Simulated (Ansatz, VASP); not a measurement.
**One calculation of ZnCd3O4, two programs**

```
Zn Cd O
1.0
     3.32530    0.00000    0.00000
     0.00000    3.32530    0.00000
     0.00000    0.00000    9.26878
Zn Cd O
1 3 4
Direct
  0.00000 0.00000 0.00000
  0.50000 0.50000 0.24153
  0.00000 0.00000 0.50000
  0.50000 0.50000 0.75847
  0.00000 0.00000 0.23188
  0.50000 0.50000 0.50000
  0.00000 0.00000 0.76812
  0.50000 0.50000 0.00000
```

Alike in both runs: functional PBE; k mesh 12 × 12 × 4; occupations gaussian, width 0.1 eV; no spin polarisation.

Ansatz relaxed the structure, and its values are those at the end. VASP's run is a single point on that final structure, the one shown.

|  | VASP | Ansatz |
| --- | --- | --- |
| version | VASP 6.6.1 | Ansatz 0.2.0 |
| potentials or method | VASP PAW PBE potentials, release 64 (Zn, Cd_sv_GW, O), cutoff 700 eV | scalar-relativistic, plane waves, PAW |
| valence electrons in the cell | 96 | 96 |

Ansatz gave:

| Property | Result |
| --- | --- |
| gap on the k mesh at the Fermi level (eV) | none |
| pressure (GPa) | 0.0 |
| rms of the force components (eV/Å) | 0.002 |

Question: Estimate VASP's values.

Answer: gap on the k mesh at the Fermi level (eV): none; pressure (GPa): 0.0; rms of the force components (eV/Å): 0.009.

A gap of «none» marks a metal or a gap that the smearing closes.
